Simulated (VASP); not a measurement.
Wanted: the native input for a VASP 6.6.1 run.

* Task: relaxation of cell and atoms
* Functional: PBEsol
* Potentials or basis: VASP PAW PBE potentials, release 64 (Ag, Pt)
* Cutoff: 600 eV
* k mesh: 12 × 12 × 12
* Occupations: fermi-dirac, width 0.05 eV
* Spin: no spin polarisation
* Dipole correction: no
* Further INCAR settings: ALGO = Normal; EDIFF = 1e-06; IBRION = 2; EDIFFG = -0.03; NSW = 60; ISIF = 3

The structure of AgPt3 lies in POSCAR:

```
AgPt3
1.0
    3.9000000000      0.0000000000      0.0000000000
    0.0000000000      3.9000000000      0.0000000000
    0.0000000000      0.0000000000      3.9000000000
Ag Pt
1 3
Direct
    0.0000000000      0.0000000000      0.0000000000
    0.0000000000      0.5000000000      0.5000000000
    0.5000000000      0.0000000000      0.5000000000
    0.5000000000      0.5000000000      0.0000000000
```

These files were run (other wordings do the same):

INCAR

```
ALGO = Normal
EDIFF = 1E-6
EDIFFG = -0.03
ENCUT = 600
GGA = PS
IBRION = 2
ISIF = 3
ISMEAR = -1
LASPH = T
LCHARG = F
LREAL = F
LWAVE = F
NELM = 60
NSW = 60
PREC = Accurate
SIGMA = 0.05
```

KPOINTS

```
k-points
0
Gamma
  12 12 12
```

Potentials or basis: VASP PAW PBE potentials, release 64 (Ag, Pt).

Run with:

```sh
$ cat potpaw_PBE.64/Ag/POTCAR potpaw_PBE.64/Pt/POTCAR > POTCAR
$ mpirun -np 1 vasp_std > vasp.out
```

Results of the run:

```yaml
Relaxed_volume: 15.28 Å³/atom
Relaxed_cell: a = 3.939 Å, b = 3.939 Å, c = 3.939 Å, α = 90.00°, β = 90.00°, γ = 90.00°
Space_group_after_relaxing_to_0.05_Å: Pm-3m (No. 221)
Energy_gained_by_relaxing: 10.1 meV/atom
Ionic_steps: 3
Pressure_after_relaxing: -0.2 GPa
```

Caveat: the PAW data sets were made with another functional, which shifts forces and pressure a little.

It took 3.1 min on 1 thread of Intel Xeon 6975P-C, on a shared host, peak memory 0.29 GiB.
